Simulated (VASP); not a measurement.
# Au (I4/mmm) in VASP: single point with LDA

Aim: the single point of Au with LDA.

Everything below comes from runs of VASP 6.6.1. Logs are shortened: lines on timing, memory, paths and dates and some standing lists are left out, and cuts for length are marked.

## (1) The cell of the first run

It takes space group I4/mmm (No. 139, tetragonal). Conventional cell: a = 2.980 Å, b = 2.980 Å, c = 3.968 Å, α = 90.00°, β = 90.00°, γ = 90.00°. Within 3.8 Å of Au (site symmetry 4/mmm) lie 12 Au at 2.89 to 2.98 Å.

## (2) Single point, LDA (strain +0.030 along x and y, -0.030 along z)

File INCAR:

```
SYSTEM = Au
PREC = Accurate ; ENCUT = 520
EDIFF = 1E-6 ; ISMEAR = 0
SIGMA = 0.15 ; LREAL = .False.
LASPH = .True. ; NELM = 60
ALGO = Normal ; ISIF = 2
LWAVE = .False. ; LCHARG = .True.
GGA = CA ; LELF = .True.
LVHAR = .True. ; NBANDS = 12
```

File KPOINTS:

```
regular mesh
0
Gamma
  20 20 20
  0 0 0
```

File POSCAR:

```
Au
1.0
    0.0000000000      2.1068650000      1.9841350000
    2.1068650000      0.0000000000      1.9841350000
    2.1068650000      2.1068650000      0.0000000000
Au
1
Direct
    0.0000000000      0.0000000000      0.0000000000
```

Potentials or basis: VASP PAW LDA potentials, release 64 (Au).

The run is started by

```console
cat potpaw_LDA.64/Au/POTCAR > POTCAR
mpirun -np 1 vasp_std > vasp.out
```

OUTCAR:

```text
SYSTEM = Au
   PREC = Accurate
   ENCUT = 520
   EDIFF = 1E-6
   ISMEAR = 0
   LREAL = .False.
   LASPH = .True.
   NELM = 60
   ISIF = 2
   GGA = CA

 ion  position               nearest neighbor table
   1  0.000  0.000  0.000-

  LATTYP: Found a body centered tetragonal cell.
 ALAT       =     2.9795570571
 C/A-ratio  =     1.3318321898

  Lattice vectors:

 A1 = (   0.0000000000,  -2.1068650000,  -1.9841350000)
 A2 = (   0.0000000000,   2.1068650000,  -1.9841350000)
 A3 = (   2.1068650000,   0.0000000000,   1.9841350000)

Analysis of symmetry for initial positions (statically):
=====================================================================
 Subroutine PRICEL returns:
 Original cell was already a primitive cell.

 Routine SETGRP: Setting up the symmetry group for a
 body centered tetragonal supercell.

 Subroutine GETGRP returns: Found 16 space group operations
 (whereof 16 operations were pure point group operations)
 out of a pool of 16 trial point group operations.

The static configuration has the point symmetry D_4h.

Analysis of symmetry for dynamics (positions and initial velocities):
=====================================================================
 Subroutine PRICEL returns:
 Original cell was already a primitive cell.

 Routine SETGRP: Setting up the symmetry group for a
 body centered tetragonal supercell.

 Subroutine GETGRP returns: Found 16 space group operations
 (whereof 16 operations were pure point group operations)
 out of a pool of 16 trial point group operations.

The dynamic configuration has the point symmetry D_4h.

 Subroutine INISYM returns: Found 16 space group operations
 (whereof 16 operations are pure point group operations),
 and found     1 'primitive' translations

----------------------------------------------------------------------------------------

                                     Primitive cell

  volume of cell :      17.6147

  direct lattice vectors                    reciprocal lattice vectors
     0.000000000  2.106865000  1.984135000    -0.237319430  0.237319430  0.251998982
     2.106865000  0.000000000  1.984135000     0.237319430 -0.237319430  0.251998982
     2.106865000  2.106865000  0.000000000     0.237319430  0.237319430 -0.251998982

  length of vectors
     2.894075297  2.894075297  2.979557057     0.419695735  0.419695735  0.419695735

  position of ions in fractional coordinates (direct lattice)
     0.000000000  0.000000000  0.000000000

  ion indices of the primitive-cell ions
   primitive index   ion index
                 1           1

----------------------------------------------------------------------------------------

 KPOINTS: regular mesh

Automatic generation of k-mesh.
 Grid dimensions read from file:
 generate k-points for:   20   20   20

 Generating k-lattice:

  Cartesian coordinates                     Fractional coordinates (reciprocal lattice)
    -0.011865971  0.011865971  0.012599949     0.050000000  0.000000000  0.000000000
     0.011865971 -0.011865971  0.012599949     0.000000000  0.050000000  0.000000000
     0.011865971  0.011865971 -0.012599949    -0.000000000 -0.000000000  0.050000000

  Length of vectors
     0.020984787  0.020984787  0.020984787

  Shift w.r.t. Gamma in fractional coordinates (k-lattice)
     0.000000000  0.000000000  0.000000000

 Subroutine IBZKPT returns following result:
 ===========================================

 Found    641 irreducible k-points:

 Following reciprocal coordinates:
            Coordinates               Weight
  0.000000  0.000000  0.000000      1.000000
  0.050000  0.000000  0.000000      8.000000
  0.100000  0.000000  0.000000      8.000000
  0.150000  0.000000  0.000000      8.000000
  0.200000  0.000000  0.000000      8.000000
  0.250000  0.000000  0.000000      8.000000
[... 16 lines left out ...]
 -0.400000  0.050000  0.000000      8.000000
 -0.350000  0.050000  0.000000      8.000000
 [... further k-points ...]
   k-points           NKPTS =    641   k-points in BZ     NKDIM =    641   number of bands    NBANDS=     12
   number of dos      NEDOS =    301   number of ions     NIONS =      1
   total plane-waves  NPLWV =  13824
   dimension x,y,z NGX =    24 NGY =   24 NGZ =   24
   dimension x,y,z NGXF=    48 NGYF=   48 NGZF=   48
   ions per type =               1
   NGX,Y,Z   is equivalent  to a cutoff of  13.79, 13.79, 13.39 a.u.
   NGXF,Y,Z  is equivalent  to a cutoff of  27.57, 27.57, 26.78 a.u.
 SYSTEM =  Au
   PREC   = accura    normal or accurate (medium, high low for compatibility)
   ISTART =      0    job   : 0-new  1-cont  2-samecut
   ICHARG =      2    charge: 1-file 2-atom 10-const
   ISPIN  =      1    spin polarized calculation?
   LNONCOLLINEAR =      F non collinear calculations
   LSORBIT =      F    spin-orbit coupling
   LASPH  =      T    aspherical Exc in radial PAW
   ENCUT  =  520.0 eV  38.22 Ry    6.18 a.u.   5.38  5.38  5.54*2*pi/ulx,y,z
   NELM   =     60;   NELMIN=  2; NELMDL= -5     # of ELM steps
   EDIFF  = 0.1E-05   stopping-criterion for ELM
   LREAL  =      F    real-space projection
   EDIFFG = 0.1E-04   stopping-criterion for IOM
   NSW    =      0    number of steps for IOM
   IBRION =     -1    ionic relax: 0-MD 1-quasi-New 2-CG
   NFREE  =      0    steps in history (QN), initial steepest desc. (CG)
   ISIF   =      2    stress and relaxation
   ISYM   =      2    0-nonsym 1-usesym 2-fastsym
   POTIM  = 0.5000    time-step for ionic-motion
   TEBEG  =    0.0;   TEEND  =   0.0 temperature during run
   PSTRESS=    0.0 pullay stress
   NELECT =      11.0000    total number of electrons
   NUPDOWN=      -1.0000    fix difference up-down
   EMIN   =  10.00;   EMAX   =-10.00  energy-range for DOS
   EFERMI =   0.00;   METHOD = LEGACY
   ISMEAR =     0;   SIGMA  =   0.15  broadening in eV -4-tet -1-fermi 0-gaus
   EFERMI_NEDOS =   21; number of points for ismear=-14 and -15
   IALGO  =     38    algorithm
   IMIX   =      4    mixing-type and parameters
     AMIX     =   0.40;   BMIX     =  1.00
     AMIX_MAG =   1.60;   BMIX_MAG =  1.00
  volume/ion in A,a.u.               =      17.61       118.87
  Fermi-wavevector in a.u.,A,eV,Ry     =   1.399311  2.644314 26.641169  1.958071
  Thomas-Fermi vector in A             =   2.522383
   LORBIT       =      0    0 simple, 1 ext, 2 COOP (PROOUT), +10 PAW based schemes
   GGA     = CA    functional components
   LHFCALC =     F    Hartree Fock is set to
   AEXX    =    0.0000 exact exchange contribution
   IVDW    =     0    specifies the selected vdW correction
   LEPSILON=     F    determine dielectric tensor
   LRPA    =     F    only Hartree local field effects (RPA)
 non-spin polarized calculation
 Gauss-broadening in eV      SIGMA  =   0.15
  energy-cutoff  :      520.00
  volume of cell :       17.61
 maximum number of plane-waves:       499
 NGX is ok and might be reduce to    24
   NGX = 11   NGY = 11   NGZ = 11

 number of electron      11.0000001 magnetization

 Free energy of the ion-electron system (eV)
  ---------------------------------------------------
  ext. energy  EPLUGINS =         0.00000000
  ---------------------------------------------------
  free energy    TOTEN  =        -4.41370004 eV

  energy without entropy =       -4.41034173  energy(sigma->0) =       -4.41202089

 E-fermi :   8.7329     XC(G=0): -12.7924

 val. band max:        8.7247219318   @ k =  -0.3000   0.2000   0.1500
 cond. band min:       8.7537336932   @ k =   0.5000   0.1000   0.2500
 fundamental gap:      0.0290117613
 Fermi energy:         8.7328970631

 k-point     1 :       0.0000    0.0000    0.0000
  band No.  band energies     occupation
      1      -0.8342      2.00000
      2       4.0498      2.00000
      3       4.0498      2.00000
      4       4.5355      2.00000
      5       5.3675      2.00000
      6       5.8988      2.00000
      7      23.3192      0.00000
      8      26.7172      0.00000
      9      26.7172      0.00000
     10      27.6726      0.00000
     11      32.0147      0.00000
     12      35.4417      0.00000

 k-point     2 :       0.0500    0.0000    0.0000
  band No.  band energies     occupation
      1      -0.7491      2.00000
      2       4.0454      2.00000
      3       4.0789      2.00000
      4       4.5407      2.00000
      5       5.3603      2.00000
      6       5.8805      2.00000
      7      23.4156      0.00000
      8      26.3379      0.00000
      9      26.8152      0.00000
     10      27.5568      0.00000
     11      32.4993      0.00000
     12      34.4491      0.00000

 k-point     3 :       0.1000    0.0000    0.0000
  band No.  band energies     occupation
      1      -0.4990      2.00000
      2       4.0222      2.00000
      3       4.1545      2.00000
      4       4.5693      2.00000
      5       5.3513      2.00000
      6       5.8342      2.00000
      7      23.6405      0.00000
      8      25.1859      0.00000
      9      27.0956      0.00000
     10      27.7031      0.00000
     11      32.1732      0.00000
     12      34.1172      0.00000

 k-point     4 :       0.1500    0.0000    0.0000
  band No.  band energies     occupation
      1      -0.1022      2.00000
      2       3.9789      2.00000
      3       4.2393      2.00000
      4       4.6303      2.00000
      5       5.3796      2.00000
      6       5.7878      2.00000
      7      23.2487      0.00000
      8      24.3243      0.00000
      9      27.5087      0.00000
     10      28.0643      0.00000
     11      30.8552      0.00000
     12      32.7164      0.00000

 k-point     5 :       0.2000    0.0000    0.0000
  band No.  band energies     occupation
      1       0.4000      2.00000
      2       3.9637      2.00000
      3       4.2789      2.00000
      4       4.6898      2.00000
      5       5.4992      2.00000
      6       5.7879      2.00000
      7      21.5817      0.00000
      8      24.3971      0.00000
      9      27.9189      0.00000
     10      28.4295      0.00000
     11      30.0490      0.00000
     12      31.4424      0.00000
[... 228 lines left out ...]
      1       1.7476      2.00000
      2       3.9835      2.00000
      3       4.3749      2.00000
      4       6.2733      2.00000
      5       6.9142      2.00000
      6       8.2705      1.99999
      7      11.6880      0.00000
      8      22.6831      0.00000
      9      24.6659      0.00000
     10      26.0234      0.00000
     11      32.6515      0.00000
     12      33.2241      0.00000

 k-point    22 :      -0.4500    0.0500    0.0000
  band No.  band energies     occupation
      1       1.7469      2.00000
      2       3.9869      2.00000
      3       4.3803      2.00000
      4       6.3012      2.00000
      5       6.8254      2.00000
      6       7.9885      2.00000
      7      12.0504      0.00000
      8      22.7268      0.00000
      9      24.9522      0.00000
     10      25.8184      0.00000
     11      32.6559      0.00000
     12      32.9820      0.00000

 k-point    23 :      -0.4000    0.0500    0.0000
  band No.  band energies     occupation
      1       1.7376      2.00000
      2       4.0268      2.00000
      3       4.4238      2.00000
      4       6.0033      2.00000
      5       6.6102      2.00000
      6       7.1767      2.00000
      7      13.4808      0.00000
      8      22.9391      0.00000
      9      25.5838      0.00000
     10      25.8684      0.00000
     11      32.3709      0.00000
     12      32.4154      0.00000

 k-point    24 :      -0.3500    0.0500    0.0000
  band No.  band energies     occupation
      1       1.6811      2.00000
      2       4.0985      2.00000
      3       4.4984      2.00000
      4       5.2783      2.00000
      5       6.3053      2.00000
      6       6.6835      2.00000
      7      15.2708      0.00000
      8      23.3054      0.00000
      9      26.1201      0.00000
     10      26.5245      0.00000
     11      31.5379      0.00000
     12      31.8133      0.00000

 [... further k-points ...]

------------------------ aborting loop because EDIFF is reached ----------------------------------------

  FORCE on cell =-STRESS in cart. coord.  units (eV):
  Direction    XX          YY          ZZ          XY          YZ          ZX
  --------------------------------------------------------------------------------------
  -------------------------------------------------------------------------------------
  Total       -1.0752053     -1.0752053     -0.9324756      0.0000000     -0.0000000     -0.0000000
  in kB      -97.7974133    -97.7974133    -84.8151464      0.0000000     -0.0000000     -0.0000000
  external PRESSURE =     -93.4699910 kB  Pullay stress =       0.0000000 kB

 VOLUME and BASIS-vectors are now :
 -----------------------------------------------------------------------------
  energy-cutoff  :      520.00
  volume of cell :       17.61
      direct lattice vectors                 reciprocal lattice vectors
     0.000000000  2.106865000  1.984135000    -0.237319430  0.237319430  0.251998982
     2.106865000  0.000000000  1.984135000     0.237319430 -0.237319430  0.251998982
     2.106865000  2.106865000  0.000000000     0.237319430  0.237319430 -0.251998982

 POSITION                                       TOTAL-FORCE (eV/Angst)
 -----------------------------------------------------------------------------------
      0.00000      0.00000      0.00000         0.000000      0.000000      0.000000
 -----------------------------------------------------------------------------------
    total drift:                                0.000000      0.000000     -0.000000

  FREE ENERGIE OF THE ION-ELECTRON SYSTEM (eV)
  ---------------------------------------------------
  free  energy   TOTEN  =        -4.4137000367 eV

  energy  without entropy=       -4.4103417344  energy(sigma->0) =       -4.41202089
```

It took 1.8 min on 1 thread of Intel Xeon 8259CL, shared host; peak memory 0.25 GiB.

Results:

- Free energy: -4.4137 eV
- Pressure: -9.3 GPa
- Band gap on the k mesh: zero (an odd number of electrons rules out a gap without spin polarisation)

Caveat: the cell differs from its parent crystal (strain +0.030 along x and y, -0.030 along z); the cell stands under tension; spin-orbit coupling is left out, which moves the levels of the heavy elements.

The gap in the log of VASP goes by the Fermi energy; the results here count the filled bands.